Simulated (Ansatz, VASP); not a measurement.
## Two plane-wave programs on W

```
W
1.0
    -1.54483    1.54483    1.54483
     1.54483   -1.54483    1.54483
     1.54483    1.54483   -1.54483
W
1
Direct
  0.00000 0.00000 0.00000
```

Alike in both runs: task single point; functional r2SCAN; k mesh 18 × 18 × 18; occupations gaussian, width 0.1 eV; no spin polarisation.

|  | VASP | Ansatz |
| --- | --- | --- |
| version | VASP 6.6.1 | Ansatz 0.2.0 |
| potentials or method | VASP PAW PBE potentials, release 64 (W_sv), cutoff 520 eV | scalar-relativistic, plane waves, PAW |
| valence electrons in the cell | 14 | 14 |

```tsv
	VASP	Ansatz	Ansatz less VASP
gap on the k mesh at the Fermi level (eV)	none	none	-
pressure (GPa)	30.2	28.5	-1.70
```

VASP's potentials were made for PBE, not for r2SCAN. A gap of «none» marks a metal or a gap that the smearing closes. Both programs put the cell under a high pressure, so it lies far from rest at this level.

Spin-orbit coupling is off throughout.
